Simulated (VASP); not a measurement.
Si, 4 atoms in the cell. The structure is orthorhombic, space group Fmmm (No. 69). Conventional cell: a = 3.837 Å, b = 10.117 Å, c = 10.556 Å, α = 90.00°, β = 90.00°, γ = 90.00°. Si (site symmetry m2m) has 4 Si at 2.40 to 2.61 Å within 3.2 Å. Within 3.2 Å of Si (site symmetry mm2) lie 4 Si at 2.44 to 2.61 Å. 

* Program: VASP 6.6.1
* Task: single point
* Functional: PBEsol
* Potentials or basis: VASP PAW PBE potentials, release 64 (Si)
* Cutoff: 520 eV
* k mesh: 10 × 10 × 10
* Occupations: gaussian, width 0.03 eV
* Spin: no spin polarisation
* Dipole correction: no
* Further INCAR settings: ALGO = Normal; EDIFF = 1e-06; NBANDS = 16

Potentials or basis: VASP PAW PBE potentials, release 64 (Si).

Launch:

```bash
$ cat potpaw_PBE.64/Si/POTCAR > POTCAR
$ mpirun -np 1 vasp_std > vasp.out
```

Hardware: 1 thread of Intel(R) Xeon(R) 6975P-C (Granite Rapids), on a shared host.

Q: How long does it take, and how much memory?

A: Run time: 2.1 min on 1 thread of Intel(R) Xeon(R) 6975P-C (Granite Rapids), with other jobs on the host, peak memory 0.38 GiB. Counts: scf iterations 13, k points 171.
